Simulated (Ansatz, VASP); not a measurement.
## One calculation of Sn, two programs

File INCAR:

```
SYSTEM = Sn
  PREC = Accurate
  ENCUT = 520
  EDIFF = 1E-6
  ISMEAR = -1
  SIGMA = 0.03
  LREAL = .FALSE.
  LASPH = .TRUE.
  NELM = 60
  ALGO = Normal
  ISIF = 2
  LWAVE = .FALSE.
  LCHARG = .TRUE.
  GGA = PE
  LELF = .TRUE.
  LVHAR = .TRUE.
  NBANDS = 13
```

The input KPOINTS:

```
Automatic mesh
0
G
  14 14 14
  0 0 0
```

The input POSCAR:

```
Sn
1.0
    3.0877013286      0.0617540266      0.0617540266
    0.0617540266      3.0877013286      0.0617540266
    0.0617540266      0.0617540266      3.0877013286
Sn
1
Direct
    0.0000000000      0.0000000000      0.0000000000
```

Input for Ansatz:

```yaml
crystal:
  lattice:
    - [3.0877013286, 0.0617540266, 0.0617540266]
    - [0.0617540266, 3.0877013286, 0.0617540266]
    - [0.0617540266, 0.0617540266, 3.0877013286]
  atoms:
    - { symbol: Sn, position: [0.0, 0.0, 0.0] }
kpoints:
  mp_grid: { grid: [14, 14, 14] }
scf:
  occupations: { method: fermi_dirac, width: 0.03 }
hamiltonian:
  xc: pbe
  pseudopotentials: { kind: all_electron, lapw: { basis_error: 0.001 } }
output:
  forces: true
  stress: true
  eigenvalues: true
```

Change from the starting cell: equal xy, yz and zx shear strains of +4 %.

Alike in both runs: task single point; functional PBE; k mesh 14 × 14 × 14; occupations fermi-dirac, width 0.03 eV; no spin polarisation.

|  | VASP | Ansatz |
| --- | --- | --- |
| version | VASP 6.6.1 | Ansatz 0.2.0 |
| potentials or method | VASP PAW PBE potentials, release 64 (Sn_d), cutoff 520 eV | all-electron LAPW, scalar-relativistic |

|  | VASP | Ansatz | Ansatz less VASP |
| --- | --- | --- | --- |
| pressure (GPa) | 0.1 | 0.1 | -0.01 |
| traceless stress, the component that is largest in VASP (GPa) | -0.15 | -0.15 | +0.003 |

Ansatz ran all-electron here, and VASP with PAW potentials.
